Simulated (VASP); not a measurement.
A run of VASP 6.6.1:

INCAR

```
ALGO = Normal
EDIFF = 1E-7
EDIFFG = -0.01
ENCUT = 500
GGA = PE
GGA_COMPAT = False
IBRION = 2
ISIF = 3
ISMEAR = 0
LASPH = True
LCHARG = False
LREAL = False
LWAVE = False
NELM = 120
NELMIN = 4
NSW = 100
PREC = Accurate
SIGMA = 0.1
```

Contents of KPOINTS:

```
k-points
0
Gamma
  15 15 14
```

File POSCAR:

```
ZrB3
1.0
    3.5795750349      0.0000000000      0.0000000000
   -1.7897875175      3.1000029150      0.0000000000
    0.0000000000      0.0000000000      3.5832276540
Zr B
1 3
Direct
    0.0000000000      0.0000000000      0.0000000000
    0.5000000000      0.5000000000      0.5000000000
    0.0000000000      0.5000000000      0.5000000000
    0.5000000000      0.0000000000      0.5000000000
```

Potentials or basis: VASP PAW PBE potentials, release 64 (Zr_sv, B).

Run with:

```sh
$ cat potpaw_PBE.64/Zr_sv/POTCAR potpaw_PBE.64/B/POTCAR > POTCAR
$ mpirun -np 1 vasp_std > vasp.out
```

Hardware: 1 thread of Intel(R) Xeon(R) 6975P-C (Granite Rapids), on a shared host.

Task: How long does it take, and how much memory?

Result: Wall time 50 s on 1 thread of Intel(R) Xeon(R) 6975P-C (Granite Rapids), with other jobs on the host, peak memory 0.25 GiB. Counts: scf iterations 14, k points 216, ion steps 1.
